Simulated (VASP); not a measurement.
# TiN (Fm-3m) in VASP: further runs, part 2 of 2

VASP 6.6.1.

## (3) Electric field gradients, PBE

Input file INCAR:

```
SYSTEM = TiN
PREC = Accurate
ENCUT = 520
EDIFF = 1E-8
ISMEAR = -1
SIGMA = 0.05
LREAL = .FALSE.
LASPH = .TRUE.
NELM = 80
ALGO = Normal
ISIF = 2
LWAVE = .FALSE.
LCHARG = .FALSE.
GGA = PE
LEFG = .TRUE.
NBANDS = 16
```

Input file KPOINTS:

```
regular mesh
0
G
  18 18 18
  0 0 0
```

Input file POSCAR:

```
TiN
1.0
    0.0000000000      2.1220000000      2.1220000000
    2.1220000000      0.0000000000      2.1220000000
    2.1220000000      2.1220000000      0.0000000000
Ti N
1 1
Direct
    0.0000000000      0.0000000000      0.0000000000
    0.5000000000      0.5000000000      0.5000000000
```

Potentials or basis: VASP PAW PBE potentials, release 64 (Ti_sv, N).

Started as:

```sh
$ cat potpaw_PBE.64/Ti_sv/POTCAR potpaw_PBE.64/N/POTCAR > POTCAR
$ mpirun -np 1 vasp_std > vasp.out
```

OUTCAR:

```text
SYSTEM = TiN
   PREC = Accurate
   ENCUT = 520
   EDIFF = 1E-8
   ISMEAR = -1
   LREAL = .FALSE.
   LASPH = .TRUE.
   NELM = 80
   ISIF = 2
   GGA = PE

 ion  position               nearest neighbor table
   1  0.000  0.000  0.000-   2 2.12   2 2.12   2 2.12   2 2.12   2 2.12   2 2.12
   2  0.500  0.500  0.500-   1 2.12   1 2.12   1 2.12   1 2.12   1 2.12   1 2.12

  LATTYP: Found a face centered cubic cell.
 ALAT       =     4.2440000000

  Lattice vectors:

 A1 = (   0.0000000000,   2.1220000000,   2.1220000000)
 A2 = (   2.1220000000,   0.0000000000,   2.1220000000)
 A3 = (   2.1220000000,   2.1220000000,   0.0000000000)

Analysis of symmetry for initial positions (statically):
=====================================================================
 Subroutine PRICEL returns:
 Original cell was already a primitive cell.

 Routine SETGRP: Setting up the symmetry group for a
 face centered cubic supercell.

 Subroutine GETGRP returns: Found 48 space group operations
 (whereof 48 operations were pure point group operations)
 out of a pool of 48 trial point group operations.

The static configuration has the point symmetry O_h .

Analysis of symmetry for dynamics (positions and initial velocities):
=====================================================================
 Subroutine PRICEL returns:
 Original cell was already a primitive cell.

 Routine SETGRP: Setting up the symmetry group for a
 face centered cubic supercell.

 Subroutine GETGRP returns: Found 48 space group operations
 (whereof 48 operations were pure point group operations)
 out of a pool of 48 trial point group operations.

The dynamic configuration has the point symmetry O_h .

 Subroutine INISYM returns: Found 48 space group operations
 (whereof 48 operations are pure point group operations),
 and found     1 'primitive' translations

----------------------------------------------------------------------------------------

                                     Primitive cell

  volume of cell :      19.1102

  direct lattice vectors                    reciprocal lattice vectors
     0.000000000  2.122000000  2.122000000    -0.235626767  0.235626767  0.235626767
     2.122000000  0.000000000  2.122000000     0.235626767 -0.235626767  0.235626767
     2.122000000  2.122000000  0.000000000     0.235626767  0.235626767 -0.235626767

  length of vectors
     3.000961179  3.000961179  3.000961179     0.408117532  0.408117532  0.408117532

  position of ions in fractional coordinates (direct lattice)
     0.000000000  0.000000000  0.000000000
     0.500000000  0.500000000  0.500000000

  ion indices of the primitive-cell ions
   primitive index   ion index
                 1           1
                 2           2

----------------------------------------------------------------------------------------

 KPOINTS: regular mesh

[... 67 lines left out ...]
   EDIFF  = 0.1E-07   stopping-criterion for ELM
   LREAL  =      F    real-space projection
   EDIFFG = 0.1E-06   stopping-criterion for IOM
   NSW    =      0    number of steps for IOM
   IBRION =     -1    ionic relax: 0-MD 1-quasi-New 2-CG
   NFREE  =      0    steps in history (QN), initial steepest desc. (CG)
   ISIF   =      2    stress and relaxation
   ISYM   =      2    0-nonsym 1-usesym 2-fastsym
   POTIM  = 0.5000    time-step for ionic-motion
   TEBEG  =    0.0;   TEEND  =   0.0 temperature during run
   PSTRESS=    0.0 pullay stress
   NELECT =      17.0000    total number of electrons
   NUPDOWN=      -1.0000    fix difference up-down
   EMIN   =  10.00;   EMAX   =-10.00  energy-range for DOS
   EFERMI =   0.00;   METHOD = LEGACY
   ISMEAR =    -1;   SIGMA  =   0.05  broadening in eV -4-tet -1-fermi 0-gaus
   EFERMI_NEDOS =   21; number of points for ismear=-14 and -15
   IALGO  =     38    algorithm
   IMIX   =      4    mixing-type and parameters
     AMIX     =   0.40;   BMIX     =  1.00
     AMIX_MAG =   1.60;   BMIX_MAG =  1.00
  volume/ion in A,a.u.               =       9.56        64.48
  Fermi-wavevector in a.u.,A,eV,Ry     =   1.574475  2.975326 33.728454  2.478971
  Thomas-Fermi vector in A             =   2.675604
   LORBIT       =      0    0 simple, 1 ext, 2 COOP (PROOUT), +10 PAW based schemes
   GGA     = PE    functional components
   LHFCALC =     F    Hartree Fock is set to
   AEXX    =    0.0000 exact exchange contribution
   IVDW    =     0    specifies the selected vdW correction
   LEPSILON=     F    determine dielectric tensor
   LRPA    =     F    only Hartree local field effects (RPA)
 non-spin polarized calculation
  energy-cutoff  :      520.00
  volume of cell :       19.11
 maximum number of plane-waves:       534
   NGX = 11   NGY = 11   NGZ = 11

 number of electron      17.0000002 magnetization

 Free energy of the ion-electron system (eV)
  ---------------------------------------------------
  ext. energy  EPLUGINS =         0.00000000
  ---------------------------------------------------
  free energy    TOTEN  =       -19.63968342 eV

  energy without entropy =      -19.63256615  energy(sigma->0) =      -19.63612479

 E-fermi :  11.4275     XC(G=0): -13.0111

 val. band max:       11.3973008670   @ k =  -0.1667   0.1111   0.0000
 cond. band min:      11.4328610800   @ k =   0.1111   0.0556   0.0000
 fundamental gap:      0.0355602129
 Fermi energy:        11.4275424758

 k-point     1 :       0.0000    0.0000    0.0000
  band No.  band energies     occupation
      1     -46.4464      2.00000
      2     -22.4271      2.00000
      3     -22.4271      2.00000
      4     -22.4271      2.00000
      5      -5.6657      2.00000
      6       9.3847      2.00000
[... 433 lines left out ...]
      3     -22.4748      2.00000
      4     -22.4454      2.00000
      5      -4.6302      2.00000
      6       5.9644      2.00000
[... 8 lines left out ...]
     15      24.3543      0.00000
     16      28.4687      0.00000

 [... further k-points ...]
[... 5 lines left out ...]
  --------------------------------------------------------------------------------------
  -------------------------------------------------------------------------------------
  Total        0.1253038      0.1253038      0.1253038      0.0000000      0.0000000      0.0000000
  in kB       10.5053079     10.5053079     10.5053079      0.0000000      0.0000000      0.0000000
  external PRESSURE =      10.5053079 kB  Pullay stress =       0.0000000 kB

 VOLUME and BASIS-vectors are now :
 -----------------------------------------------------------------------------
  energy-cutoff  :      520.00
  volume of cell :       19.11
      direct lattice vectors                 reciprocal lattice vectors
     0.000000000  2.122000000  2.122000000    -0.235626767  0.235626767  0.235626767
     2.122000000  0.000000000  2.122000000     0.235626767 -0.235626767  0.235626767
     2.122000000  2.122000000  0.000000000     0.235626767  0.235626767 -0.235626767

 POSITION                                       TOTAL-FORCE (eV/Angst)
 -----------------------------------------------------------------------------------
      0.00000      0.00000      0.00000        -0.000000      0.000000      0.000000
      2.12200      2.12200      2.12200         0.000000     -0.000000     -0.000000
 -----------------------------------------------------------------------------------
    total drift:                                0.000000     -0.000000     -0.000000

  FREE ENERGIE OF THE ION-ELECTRON SYSTEM (eV)
  ---------------------------------------------------
  free  energy   TOTEN  =       -19.6396834215 eV

  energy  without entropy=      -19.6325661516  energy(sigma->0) =      -19.63612479

 Electric field gradients (V/A^2)
---------------------------------------------------------------------
 ion       V_xx      V_yy      V_zz      V_xy      V_xz      V_yz
---------------------------------------------------------------------
   1       0.000    -0.000     0.000     0.001     0.001     0.001
   2      -0.000    -0.000    -0.000    -0.001    -0.001    -0.001
---------------------------------------------------------------------

 Electric field gradients after diagonalization (V/A^2)
 (convention: |V_zz| > |V_xx| > |V_yy|)
----------------------------------------------------------------------
 ion       V_xx      V_yy      V_zz     asymmetry (V_yy - V_xx)/ V_zz
----------------------------------------------------------------------
   1      -0.001    -0.001     0.002       0.000
   2       0.001     0.001    -0.001       0.000
----------------------------------------------------------------------

           NMR quadrupolar parameters

 Cq : quadrupolar parameter    Cq=e*Q*V_zz/h
 eta: asymmetry parameters     (V_yy - V_xx)/ V_zz
 Q  : nuclear electric quadrupole moment in mb (millibarn)
----------------------------------------------------------------------
 ion       Cq(MHz)       eta       Q (mb)
----------------------------------------------------------------------
   1       0.000       0.000       1.000
   2      -0.000       0.000       1.000
----------------------------------------------------------------------
```

stdout:

```text
POSCAR found type information on POSCAR TiN
 POSCAR found :  2 types and       2 ions
 scaLAPACK will be used
 LDA part: xc-table for (Slater+PW92), standard interpolation
 POSCAR, INCAR and KPOINTS ok, starting setup
 FFT: planning ... GRIDC
 FFT: planning ... GRID_SOFT
 FFT: planning ... GRID
 WAVECAR not read
 entering main loop
ion   1

ion   2
```

Run time: 35 s. Hardware: 1 thread of Intel Xeon 6975P-C (Granite Rapids), shared host; peak memory 0.18 GiB.

What came out:

- Free energy: -19.6397 eV
- Pressure: 1.1 GPa

Caveat: without QUAD_EFG the Cq values of the log hold for a quadrupole moment of 1 mb, not for the nuclei.
